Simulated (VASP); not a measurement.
# Zn (C2/m) in VASP: notebook, part 2 of 2

VASP 6.6.1. Earlier steps stand in the parts before.

## (3) Single point, PBE (13.54 Å³/atom)

This run uses another cell than the first one, of 13.54 Å³/atom.

File INCAR:

```
ALGO = Fast
EDIFF = 1E-6
ENCUT = 520
GGA = PE
ISIF = 2
ISMEAR = 0
LASPH = T
LCHARG = F
LREAL = F
LWAVE = F
NBANDS = 25
NELM = 80
PREC = Accurate
SIGMA = 0.1
```

File KPOINTS:

```
k-points
0
Gamma
  18 18 6
```

File POSCAR:

```
Zn
1.0
    2.2360255213     -1.2895640955      0.0128971067
    2.2360255213      1.2895640955      0.0128971067
   -1.5274596149      0.0000000000      7.0355189979
Zn
3
Direct
    0.0000000000      0.0000000000      0.0000000000
    0.2219331118      0.2219331118      0.6659045672
    0.7780668882      0.7780668882      0.3340954328
```

Potentials or basis: VASP PAW PBE potentials, release 64 (Zn).

Launch:

```console
cat potpaw_PBE.64/Zn/POTCAR > POTCAR
mpirun -np 1 vasp_std > vasp.out
```

Wall time 2.9 min (1 thread of Intel Xeon 6975P-C (Granite Rapids), shared host); peak memory 0.46 GiB.

Results (log left out):

```yaml
Free_energy: -3.1379 eV
Pressure: 11.1 GPa
Band_gap_on_the_k_mesh: zero (bands 18 and 19 overlap by 4.38 eV)
```

Forces in eV/Å, atoms in the order of the input:
```
Zn   0.000  0.000  0.000
Zn   0.002  0.000 -0.002
Zn  -0.002  0.000  0.002
```

Stress tensor (GPa, compression positive):
```
11.11  0.00  0.04
 0.00 11.22  0.00
 0.04  0.00 10.89
```

Levels at points of the mesh, in eV from the Fermi level:
```tsv
k point	band 14	band 15	band 16	band 17	band 18	band 19	band 20	band 21	band 22	band 23
(0.00, 0.00, 0.00)	-7.41	-7.40	-7.40	-7.31	-7.29	2.05	2.10	15.37	19.02	19.06
(0.50, 0.00, 0.00)	-7.14	-7.14	-3.32	-2.47	-1.95	0.68	1.15	2.13	7.16	8.40
(0.50, 0.50, 0.00)	-7.15	-7.13	-2.96	-2.79	-2.17	-0.19	2.12	3.81	4.91	6.96
(0.00, 0.00, 0.50)	-7.54	-7.53	-7.34	-7.34	-4.21	-2.76	8.85	8.91	18.57	18.60
(0.50, 0.00, 0.50)	-7.15	-7.13	-2.95	-2.78	-2.16	-0.18	2.14	3.84	4.90	6.96
(0.50, 0.50, 0.50)	-7.14	-7.14	-3.33	-2.48	-1.97	0.66	1.14	2.13	7.13	8.37
```

Caveat: the cell stands under pressure.

## (4) Single point, PBE (14.00 Å³/atom)

This run uses another cell than the first one, of 14.00 Å³/atom.

File INCAR:

```
SYSTEM = Zn
  PREC = Accurate
  ENCUT = 520
  EDIFF = 1E-6
  ISMEAR = 0
  SIGMA = 0.1
  LREAL = .False.
  LASPH = .True.
  NELM = 80
  ALGO = Fast
  ISIF = 2
  LWAVE = .False.
  LCHARG = .False.
  GGA = PE
  NBANDS = 25
```

File KPOINTS:

```
Automatic mesh
0
Gamma
  18 18 6
  0 0 0
```

File POSCAR:

```
Zn
1.0
    2.2386303574     -1.2896945225      0.0026336262
    2.2386303574      1.2896945225      0.0026336262
   -1.5629046520      0.0000000000      7.2734261727
Zn
3
Direct
    0.0000000000      0.0000000000      0.0000000000
    0.2228193579      0.2228193579      0.6656969317
    0.7771806421      0.7771806421      0.3343030683
```

Potentials or basis: VASP PAW PBE potentials, release 64 (Zn).

Launch:

```console
cat potpaw_PBE.64/Zn/POTCAR > POTCAR
mpirun -np 1 vasp_std > vasp.out
```

OUTCAR:

```text
SYSTEM = Zn
   PREC = Accurate
   ENCUT = 520
   EDIFF = 1E-6
   ISMEAR = 0
   LREAL = .False.
   LASPH = .True.
   NELM = 80
   ISIF = 2
   GGA = PE

 ion  position               nearest neighbor table
   1  0.000  0.000  0.000-   3 2.85   3 2.85   2 2.85   2 2.85   2 2.87   3 2.87
   2  0.223  0.223  0.666-   3 2.83   3 2.84   3 2.84   1 2.85   1 2.85   1 2.87
   3  0.777  0.777  0.334-   2 2.83   2 2.84   2 2.84   1 2.85   1 2.85   1 2.87

  LATTYP: Found a base centered monoclinic cell.
 ALAT       =     4.4772638131
 B/A-ratio  =     0.5761083449
 C/A-ratio  =     1.6616060978
 COS(beta)  =    -0.2089330566

  Lattice vectors:

 A1 = (   2.2386303574,  -1.2896945225,   0.0026336262)
 A2 = (   2.2386303574,   1.2896945225,   0.0026336262)
 A3 = (  -1.5629046520,   0.0000000000,   7.2734261727)

Analysis of symmetry for initial positions (statically):
=====================================================================
 Subroutine PRICEL returns:
 Original cell was already a primitive cell.

 Routine SETGRP: Setting up the symmetry group for a
[... 163 lines left out ...]
 Free energy of the ion-electron system (eV)
  ---------------------------------------------------
  ext. energy  EPLUGINS =         0.00000000
  ---------------------------------------------------
  free energy    TOTEN  =        -3.21934772 eV

  energy without entropy =       -3.21651901  energy(sigma->0) =       -3.21793337

 E-fermi :   3.7554     XC(G=0): -11.9874

 val. band max:        3.7420070147   @ k =   0.2778   0.2222   0.5000
 cond. band min:       3.7644230291   @ k =  -0.3333   0.1111   0.5000
 fundamental gap:      0.0224160144
 Fermi energy:         3.7553830470

 k-point     1 :       0.0000    0.0000    0.0000
  band No.  band energies     occupation
      1      -7.3588      2.00000
      2      -5.5131      2.00000
      3      -5.5050      2.00000
      4      -4.4805      2.00000
      5      -4.2053      2.00000
      6      -4.1962      2.00000
[... 661 lines left out ...]
     24      16.2447      0.00000
     25      16.8208      0.00000

 [... further k-points ...]
[... 5 lines left out ...]
  --------------------------------------------------------------------------------------
  -------------------------------------------------------------------------------------
  Total        2.0722228      2.0673800      1.9587043      0.0000000      0.0000000     -0.0055490
  in kB       79.0312756     78.8465762     74.7018600      0.0000000      0.0000000     -0.2116309
  external PRESSURE =      77.5265706 kB  Pullay stress =       0.0000000 kB

 VOLUME and BASIS-vectors are now :
 -----------------------------------------------------------------------------
  energy-cutoff  :      520.00
  volume of cell :       42.01
      direct lattice vectors                 reciprocal lattice vectors
     2.238630357 -1.289694523  0.002633626     0.223294406 -0.387688706  0.047981221
     2.238630357  1.289694523  0.002633626     0.223294406  0.387688706  0.047981221
    -1.562904652  0.000000000  7.273426173    -0.000161705  0.000000000  0.137452041

 POSITION                                       TOTAL-FORCE (eV/Angst)
 -----------------------------------------------------------------------------------
      0.00000      0.00000      0.00000         0.000000      0.000000      0.000000
     -0.04280      0.00000      4.84307         0.001518      0.000000      0.002104
      2.95716      0.00000      2.43562        -0.001518      0.000000     -0.002104
 -----------------------------------------------------------------------------------
    total drift:                               -0.000000     -0.000000      0.000000

  FREE ENERGIE OF THE ION-ELECTRON SYSTEM (eV)
  ---------------------------------------------------
  free  energy   TOTEN  =        -3.2193477215 eV

  energy  without entropy=       -3.2165190106  energy(sigma->0) =       -3.21793337
```

OSZICAR:

```text
N       E                     dE             d eps       ncg     rms          rms(c)
DAV:   1     0.193806411209E+03    0.19381E+03   -0.18296E+04 27200   0.236E+03
DAV:   2     0.637956493579E+01   -0.18743E+03   -0.18120E+03 26308   0.358E+02
DAV:   3    -0.352103221563E+01   -0.99006E+01   -0.98356E+01 29368   0.946E+01
DAV:   4    -0.360377404241E+01   -0.82742E-01   -0.82701E-01 30234   0.911E+00
DAV:   5    -0.360389102569E+01   -0.11698E-03   -0.11698E-03 30016   0.294E-01    0.591E+00
RMM:   6    -0.324615560300E+01    0.35774E+00   -0.15275E+00 29454   0.136E+01    0.433E+00
RMM:   7    -0.322906315774E+01    0.17092E-01   -0.47004E-02 30154   0.287E+00    0.214E+00
RMM:   8    -0.321939938262E+01    0.96638E-02   -0.10657E-02 29088   0.814E-01    0.150E-01
RMM:   9    -0.321937585425E+01    0.23528E-04   -0.23058E-03 31141   0.638E-01    0.105E-01
RMM:  10    -0.321934677468E+01    0.29080E-04   -0.25062E-04 30887   0.147E-01    0.161E-02
RMM:  11    -0.321934723365E+01   -0.45897E-06   -0.28932E-05 30782   0.479E-02    0.418E-03
RMM:  12    -0.321934772149E+01   -0.48784E-06   -0.15730E-06 19336   0.143E-02
   1 F= -.32193477E+01 E0= -.32179334E+01  d E =-.282871E-02
```

Wall time 2.9 min (1 thread of Intel Xeon 6975P-C (Granite Rapids), shared host); peak memory 0.48 GiB.

What came out:

| Quantity | Value |
| --- | --- |
| Free energy | -3.2193 eV |
| Pressure | 7.8 GPa |
| Band gap on the k mesh | zero (bands 18 and 19 overlap by 4.90 eV) |

Forces in eV/Å, atoms in the order of the input:
```
Zn   0.000  0.000  0.000
Zn   0.002  0.000  0.002
Zn  -0.002  0.000 -0.002
```

Stress tensor (GPa, compression positive):
```
 7.90  0.00 -0.02
 0.00  7.88  0.00
-0.02  0.00  7.47
```

Caveat: the cell stands under pressure.

## (5) Overview

```tsv
cell	smearing	gap on the mesh (eV)	pressure (GPa)
a = 2.643, b = 2.643, c = 7.934 Å, angles 99.6, 99.6, 60.0°, 3 atoms, atomic positions A	fermi-dirac 0.15 eV	none	-1.0
a = 2.581, b = 2.581, c = 7.199 Å, angles 100.3, 100.3, 59.9°, 3 atoms, atomic positions B	gaussian 0.1 eV	none	11.1
a = 2.584, b = 2.584, c = 7.439 Å, angles 100.4, 100.4, 59.9°, 3 atoms, atomic positions C	gaussian 0.1 eV	none	7.8
```

Alike in all rows: task single point; level PBE; potentials or basis VASP PAW PBE potentials, release 64 (Zn); no spin polarisation; k mesh 18 × 18 × 6; cutoff (eV) 520.

Caveats: the cell stands under pressure (at least some runs).

Total energies depend on the potentials used, so only differences within one code and one set of settings carry meaning.

The gap in the log of VASP goes by the Fermi energy; the results here count the filled bands.